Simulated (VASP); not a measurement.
# Al3BSb2: single point with PBE

The system is Al3BSb2.

```
CELL_PARAMETERS angstrom
3.20625 0.00000 0.00000
0.00000 3.20625 0.00000
0.00000 0.00000 11.23370
ATOMIC_POSITIONS crystal
Al 0.00000 0.00000 0.66523
Al 0.00000 0.00000 0.24796
Al 0.50000 0.50000 0.81430
B 0.50000 0.50000 0.28567
Sb 0.00000 0.00000 0.99644
Sb 0.50000 0.50000 0.49041
```

The cell was generated, and may not be a known phase.

* Program: VASP 6.6.1
* Task: single point
* Functional: PBE
* Potentials or basis: VASP PAW PBE potentials, release 64 (Al, B, Sb_d_GW)
* Cutoff: 560 eV
* k mesh: 5 × 5 × 2
* Occupations: gaussian, width 0.2 eV
* Spin: no spin polarisation
* Dipole correction: no
* Further INCAR settings: ALGO = Normal; EDIFF = 1e-06; NBANDS = 30

* Pressure: 0.4 GPa
* Largest force: 0.057 eV/Å
* Band gap on the k mesh: zero (bands 21 and 22 overlap by 3.19 eV)

Forces in eV/Å, atoms in the order of the input:
```
Al   0.000  0.000  0.027
Al   0.000  0.000  0.012
Al   0.000  0.000  0.037
B    0.000  0.000  0.033
Sb   0.000  0.000 -0.057
Sb   0.000  0.000 -0.052
```

Stress tensor (GPa, compression positive):
```
0.31 0.00 0.00
0.00 0.31 0.00
0.00 0.00 0.55
```

Levels at points of the mesh, in eV from the Fermi level:
```
           k point  band 17  band 18  band 19  band 20  band 21  band 22  band 23  band 24
(0.00, 0.00, 0.00)    -0.37     0.46     0.46     2.33     2.33     2.62     2.62     4.09
(0.00, 0.00, 0.50)     0.47     0.47     1.99     2.12     2.12     2.78     2.93     2.93
```

Run time: 55 s on 1 thread of Intel(R) Xeon(R) Platinum 8375C CPU @ 2.90GHz (Ice Lake) (shared host), peak memory 0.27 GiB.

Caveat: the k points lie up to 0.39 Å⁻¹ apart, too coarse for converged energies and pressures of a metal; spin-orbit coupling is left out, which moves the levels of the heavy elements.
